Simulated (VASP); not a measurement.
**PBr: single point with revPBE**

Crystal: PBr.

```xyz
4
Lattice="4.9386 0.0000 0.0000 -2.0624 5.1945 0.0000 -0.6968 -0.6538 6.2333" Properties=species:S:1:pos:R:3 pbc="T T T"
Br    1.3556    4.2827    1.5132
Br    0.8238    0.2581    4.7201
P     1.6933    2.1829    3.9386
P     0.4861    2.3578    2.2946
```

```json
{"Program": "VASP 6.6.1", "Task": "single point", "Functional": "revPBE", "Potentials or basis": "VASP PAW PBE potentials, release 64 (Br, P)", "Cutoff": "520 eV", "k mesh": "4 × 3 × 3", "Occupations": "fermi-dirac, width 0.05 eV", "Spin": "no spin polarisation"}
```

```json
{"Pressure": "0.8 GPa", "Largest force": "0.099 eV/Å", "Band gap on the k mesh": "1.67 eV, direct"}
```

Forces on the atoms (eV/Å):
```
Br  -0.005 -0.083 -0.054
Br   0.005  0.083  0.054
P    0.007 -0.059  0.011
P   -0.007  0.059 -0.011
```

Stress tensor (GPa, compression positive):
```
 0.69 -0.04  0.10
-0.04  0.92  0.03
 0.10  0.03  0.87
```

Levels at points of the mesh, in eV from the valence-band top:
| k point | band 9 | band 10 | band 11 | band 12 | band 13 | band 14 | band 15 | band 16 |
| --- | --- | --- | --- | --- | --- | --- | --- | --- |
| (0.00, 0.00, 0.00) | -2.09 | -1.31 | -1.02 | -0.46 | 2.04 | 3.36 | 4.80 | 5.81 |
| (0.50, 0.00, 0.00) | -2.16 | -1.49 | -0.79 | -0.19 | 2.40 | 2.85 | 3.72 | 4.95 |

Wall time 84 s on 1 thread of Intel Xeon 8259CL, with other jobs on the host, peak memory 0.26 GiB.

Caveat: the PAW data sets were made with another functional, which shifts forces and pressure a little. A k mesh can miss the band edges.
